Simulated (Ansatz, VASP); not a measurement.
# Hg in VASP and in Ansatz

```
CELL_PARAMETERS angstrom
5.12364 0.00000 0.00000
-2.56182 4.43720 0.00000
0.00000 0.00000 2.95568
ATOMIC_POSITIONS crystal
Hg 0.00000 0.00000 0.00000
Hg 0.33333 0.66667 0.50000
Hg 0.66667 0.33333 0.50000
```

Change from the starting cell: volume scaled by 0.76, LAPW.

Alike in both runs: task single point; functional PBE; k mesh 7 × 7 × 10; occupations fermi-dirac, width 0.05 eV; no spin polarisation.

|  | VASP | Ansatz |
| --- | --- | --- |
| version | VASP 6.6.1 | Ansatz 0.2.0 |
| potentials or method | VASP PAW PBE potentials, release 64 (Hg), cutoff 520 eV | all-electron LAPW, scalar-relativistic |

|  | VASP | Ansatz | Ansatz less VASP |
| --- | --- | --- | --- |
| pressure (GPa) | 9.3 | 8.8 | -0.50 |
| traceless stress, the component that is largest in VASP (GPa) | 0.26 | 0.13 | -0.122 |

Ansatz ran all-electron here, and VASP with PAW potentials.

Spin-orbit coupling is off throughout.
